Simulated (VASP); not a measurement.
Runs of VASP 6.6.1 on SiC. The structure is that of space group F-43m (No. 216), or close to it. The cells are those of the table. 

| task | level | cell | cutoff (eV) | smearing | gap on the mesh (eV) | pressure (GPa) | relaxed volume (Å³/atom) |
| --- | --- | --- | --- | --- | --- | --- | --- |
| single point | r2SCAN | a = 3.019 Å, angles 60.0°, 2 atoms | 660 | fermi-dirac 0.05 eV | 1.68 | 15.0 | - |
| single point | BLYP | a = 3.082 Å, angles 60.0°, 2 atoms | 600 | fermi-dirac 0.05 eV | 1.70 | 8.3 | - |
| single point | BLYP | a = 3.102 Å, angles 60.0°, 2 atoms | 600 | fermi-dirac 0.05 eV | 1.72 | 3.9 | - |
| single point | PBE | a = 3.053 Å, angles 60.0°, 2 atoms | 600 | fermi-dirac 0.05 eV | 1.33 | 9.8 | - |
| relaxation of cell and atoms | PBE | relaxed to 2 GPa from a = 3.082 Å, angles 60.0°, 2 atoms | 600 | fermi-dirac 0.05 eV | 1.36 | 2.0 | - |
| single point | PBE+D3(BJ) | a = 3.075 Å, angles 60.0°, 2 atoms | 600 | fermi-dirac 0.05 eV | 1.35 | -0.2 | - |
| single point | PBE | a = 3.097 Å, angles 60.0°, 2 atoms | 600 | fermi-dirac 0.05 eV | 1.37 | -0.2 | - |
| relaxation of cell and atoms | PBE | relaxed from a = 3.082 Å, angles 60.0°, 2 atoms | 600 | fermi-dirac 0.05 eV | 1.37 | 0.0 | 10.49 |
| single point | RPBE+D3(BJ) | a = 3.008 Å, angles 60.0°, 2 atoms | 600 | fermi-dirac 0.05 eV | (b) | -0.8 | - |
| single point | r2SCAN | a = 3.142 Å, angles 60.0°, 2 atoms | 660 | fermi-dirac 0.05 eV | 1.76 | (a) | - |
| relaxation of cell and atoms | PBE+D3(BJ) | relaxed from a = 3.082 Å, angles 60.0°, 2 atoms | 600 | fermi-dirac 0.05 eV | 1.35 | 0.0 | (d) |
| relaxation of cell and atoms | PBEsol+D3(BJ) | relaxed from a = 3.040 Å, angles 60.0°, 2 atoms | 600 | tetrahedron | 1.22 | 0.0 | (c) |

Alike in all rows: potentials or basis VASP PAW PBE potentials, release 64 (Si, C); no spin polarisation; k mesh 10 × 10 × 10.

**Question.** Estimate the missing entries.

**Answer.** (a) -12.4; (b) 1.29; (c) 10.17; (d) 10.27.

Caveats: the PAW data sets were made with another functional, which shifts forces and pressure a little (at least some runs); the cell stands under pressure (at least some runs); the cell is relaxed towards a set pressure, so the run minimises the enthalpy, not the energy (at least some runs); the cell stands under tension (at least some runs).

A k mesh can miss the band edges.
